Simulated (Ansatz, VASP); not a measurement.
Two plane-wave programs on Al

```xyz
1
Lattice="0.0000 2.0240 1.9329 2.0240 0.0000 1.9329 2.0240 2.0240 0.0000" Properties=species:S:1:pos:R:3 pbc="T T T"
Al    0.0000    0.0000    0.0000
```

Change from the starting cell: strain -0.0450 x Voigt [0, 0, 1, 0, 0, 0], atoms carried along.

Alike in both runs: task single point; functional PBE; k mesh 20 × 20 × 20; occupations gaussian, width 0.15 eV; no spin polarisation.

|  | VASP | Ansatz |
| --- | --- | --- |
| version | VASP 6.6.1 | Ansatz 0.2.0 |
| potentials or method | VASP PAW PBE potentials, release 64 (Al), cutoff 520 eV | scalar-relativistic, plane waves, PAW |
| valence electrons in the cell | 3 | 3 |

|  | VASP | Ansatz | Ansatz less VASP |
| --- | --- | --- | --- |
| gap on the k mesh at the Fermi level (eV) | none | none | - |
| pressure (GPa) | 3.6 | 3.6 | +0.04 |
| traceless stress, the component that is largest in VASP (GPa) | 1.82 | 1.82 | +0.003 |

A gap of «none» marks a metal or a gap that the smearing closes. The functional is the same, so the differences come from potentials, cutoffs and numerics.
